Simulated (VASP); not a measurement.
Input of a VASP 6.6.1 run:

Contents of INCAR:

```
SYSTEM = Cu
PREC = Accurate
ENCUT = 520
EDIFF = 1E-7
ISMEAR = 0
SIGMA = 0.1
LREAL = .FALSE.
LASPH = .TRUE.
NELM = 100
ALGO = Fast
ISIF = 2
LWAVE = .FALSE.
LCHARG = .TRUE.
GGA = PS
LELF = .TRUE.
LVHAR = .TRUE.
NBANDS = 18
```

File KPOINTS:

```
Automatic mesh
0
G
  18 18 20
  0 0 0
```

File POSCAR:

```
Cu
1.0
    2.9768889531      0.0000000000      0.0000000000
    0.0000000000      2.9768889531      0.0000000000
    0.0000000000      0.0000000000      2.8016148453
Cu
2
Direct
    0.0000000000      0.0000000000      0.0000000000
    0.5000000000      0.5000000000      0.5000000000
```

Potentials or basis: VASP PAW PBE potentials, release 64 (Cu).

Launch:

```sh
$ cat potpaw_PBE.64/Cu/POTCAR > POTCAR
$ mpirun -np 1 vasp_std > vasp.out
```

(1) Estimate the band gap on the k mesh.

(2) What does it give for the pressure?

## Answers

(1) zero (bands 11 and 12 overlap by 7.44 eV).

(2) -11.1 GPa.

Caveat: the cell differs from its parent crystal (equal strain along all axes, cell held: +3.0 %); the cell stands under tension; the PAW data sets were made with another functional, which shifts forces and pressure a little.
